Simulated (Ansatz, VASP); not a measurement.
Two plane-wave programs on CaS

File INCAR:

```
PREC = Accurate ; ENCUT = 500
EDIFF = 1E-6 ; ISMEAR = 0
SIGMA = 0.02 ; LREAL = F
LASPH = T ; NELM = 120
ALGO = Normal ; ISIF = 2
LWAVE = F ; LCHARG = F
GGA = PS ; NBANDS = 15
GGA_COMPAT = F
```

The input KPOINTS:

```
regular mesh
0
Gamma
  8 8 8
```

File POSCAR:

```
CaS
1.0
    0.0000000000      2.7987913500      2.7987913500
    2.7987913500      0.0000000000      2.7987913500
    2.7987913500      2.7987913500      0.0000000000
Ca S
1 1
Direct
    0.0000000000      0.0000000000      0.0000000000
    0.5000000000      0.5000000000      0.5000000000
```

Input for Ansatz:

```yaml
crystal:
  lattice:
    - [0.0, 2.79879135, 2.79879135]
    - [2.79879135, 0.0, 2.79879135]
    - [2.79879135, 2.79879135, 0.0]
  atoms:
    - { symbol: Ca, position: [0.0, 0.0, 0.0] }
    - { symbol: S, position: [0.5, 0.5, 0.5] }
basis:
  ecutwfc: 420
kpoints:
  mp_grid: { grid: [8, 8, 8] }
hamiltonian:
  xc: pbesol
scf:
  occupations: { method: gaussian, width: 0.02 }
output:
  forces: true
  stress: true
  eigenvalues: true
```

Alike in both runs: task single point; functional PBEsol; k mesh 8 × 8 × 8; occupations gaussian, width 0.02 eV; no spin polarisation.

|  | VASP | Ansatz |
| --- | --- | --- |
| version | VASP 6.6.1 | Ansatz 0.2.0 |
| potentials or method | VASP PAW PBE potentials, release 64 (Ca_sv, S), cutoff 500 eV | scalar-relativistic, plane waves, PAW |
| valence electrons in the cell | 16 | 16 |

```csv
,VASP,Ansatz,Ansatz less VASP
gap on the k mesh at the Fermi level (eV),2.10,2.11,+0.006
least direct gap on the mesh (eV),2.96,2.97,+0.006
pressure (GPa),1.4,1.2,-0.21
```

VASP's potentials were made for PBE, not for PBEsol.
